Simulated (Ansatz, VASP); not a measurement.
Two plane-wave programs on TaN

File INCAR:

```
ALGO = Normal ; EDIFF = 1E-7
ENCUT = 520 ; ISIF = 2
ISMEAR = 0 ; LASPH = T
LCHARG = F ; LREAL = F
LWAVE = F ; NBANDS = 15
NELM = 100 ; PREC = Accurate
SIGMA = 0.15
```

File KPOINTS:

```
k-points
0
Gamma
  18 18 18
```

Contents of POSCAR:

```
TaN
1.0
    0.0000000000      2.1742693740      2.1742693740
    2.1742693740      0.0000000000      2.1742693740
    2.1742693740      2.1742693740      0.0000000000
Ta N
1 1
Direct
    0.4965109728      0.5052335408      0.5034890272
    0.0450726121     -0.0676089181     -0.0450726121
```

Input for Ansatz:

```yaml
crystal:
  lattice:
    - [0.0, 2.174269374, 2.174269374]
    - [2.174269374, 0.0, 2.174269374]
    - [2.174269374, 2.174269374, 0.0]
  atoms:
    - { symbol: Ta, position: [0.4965109728, 0.5052335408, 0.5034890272] }
    - { symbol: "N", position: [0.0450726121, -0.0676089181, -0.0450726121] }
basis:
  ecutwfc: 520.0
kpoints:
  mp_grid: { grid: [18, 18, 18] }
hamiltonian:
  xc: lda
scf:
  occupations: { method: gaussian, width: 0.15 }
output:
  forces: true
  stress: true
  eigenvalues: true
```

Change from the starting cell: mode 4 frozen in at -0.245 Å and mode 6 at -0.049 Å (largest displacements).

Alike in both runs: task single point; functional LDA; k mesh 18 × 18 × 18; occupations gaussian, width 0.15 eV; no spin polarisation.

|  | VASP | Ansatz |
| --- | --- | --- |
| version | VASP 6.6.1 | Ansatz 0.2.0 |
| potentials or method | VASP PAW LDA potentials, release 64 (Ta_pv, N), cutoff 520 eV | scalar-relativistic, plane waves, PAW |
| valence electrons in the cell | 16 | 18 |

```tsv
	VASP	Ansatz	Ansatz less VASP
gap on the k mesh at the Fermi level (eV)	none	none	-
pressure (GPa)	16.2	13.9	-2.32
traceless stress, the component that is largest in VASP (GPa)	25.87	25.29	-0.581
rms of the force components (eV/Å)	2.032	1.981	-0.0515
```

LDA's correlation is that of Perdew and Zunger in VASP and of Perdew and Wang (1992) in Ansatz. Atom by atom the forces differ by 0.052 eV/Å (rms over components). A gap of «none» marks a metal or a gap that the smearing closes. VASP's potentials hold 16 valence electrons a cell and Ansatz's 18, so a difference there can come from the potentials and not from the codes.

Spin-orbit coupling is off throughout.
